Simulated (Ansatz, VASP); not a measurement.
**Two plane-wave programs on Pt**

INCAR

```
SYSTEM = Pt
PREC = Accurate ; ENCUT = 520
EDIFF = 1E-6 ; ISMEAR = -1
SIGMA = 0.1 ; LREAL = .FALSE.
LASPH = .TRUE. ; NELM = 100
ALGO = Normal ; ISIF = 2
LWAVE = .FALSE. ; LCHARG = .FALSE.
GGA = PE ; NBANDS = 22
```

Contents of KPOINTS:

```
Automatic mesh
0
G
  9 9 13
  0 0 0
```

Contents of POSCAR:

```
Pt
1.0
    4.5339875526      0.0000000000      0.0000000000
   -2.2669937763      3.9265484010      0.0000000000
    0.0000000000      0.0000000000      2.7029704986
Pt
3
Direct
    0.0000000000      0.0000000000      0.0000000000
    0.3333333333      0.6666666667      0.5000000000
    0.6666666667      0.3333333333      0.5000000000
```

Input for Ansatz:

```yaml
crystal:
  lattice:
    - [4.5339875526, 0.0, 0.0]
    - [-2.2669937763, 3.926548401, 0.0]
    - [0.0, 0.0, 2.7029704986]
  atoms:
    - { symbol: Pt, position: [0.0, 0.0, 0.0] }
    - { symbol: Pt, position: [0.3333333333, 0.6666666667, 0.5] }
    - { symbol: Pt, position: [0.6666666667, 0.3333333333, 0.5] }
hamiltonian:
  xc: pbe
  pseudopotentials:
    kind: paw
    azcp:
      Pt: "pseudopotentials/Pt.paw.azcp"
basis:
  ecutwfc: 420
  fft_grid_basis: typed
kpoints:
  mp_grid: { grid: [9, 9, 13], shift: [0, 0, 0] }
magnetization:
  spin_polarized: false
scf:
  occupations: { method: fermi_dirac, width: 0.1 }
  lower_state_search: "off"
output:
  stress: true
  write_density: true
  write_potential: true
  elf: true
  volumetric_format: npy
```

Alike in both runs: task single point; functional PBE; k mesh 9 × 9 × 13; occupations fermi-dirac, width 0.1 eV; no spin polarisation.

```csv
,VASP,Ansatz
version,VASP 6.6.1,Ansatz 0.2.0
potentials or method,"VASP PAW PBE potentials, release 64 (Pt), cutoff 520 eV","plane waves (420 eV) with PAW, scalar-relativistic"
valence electrons in the cell,30,54
```

VASP gave:

- pressure (GPa): -0.5
- traceless stress, the component that is largest in VASP (GPa): 0.59

Task: Estimate Ansatz's values.

Result: Pressure (GPa): 0.0; traceless stress, the component that is largest in VASP (GPa): 0.59.

VASP's potentials hold 30 valence electrons a cell and Ansatz's 54, so a difference there can come from the potentials and not from the codes.

Neither program's run includes spin-orbit coupling.
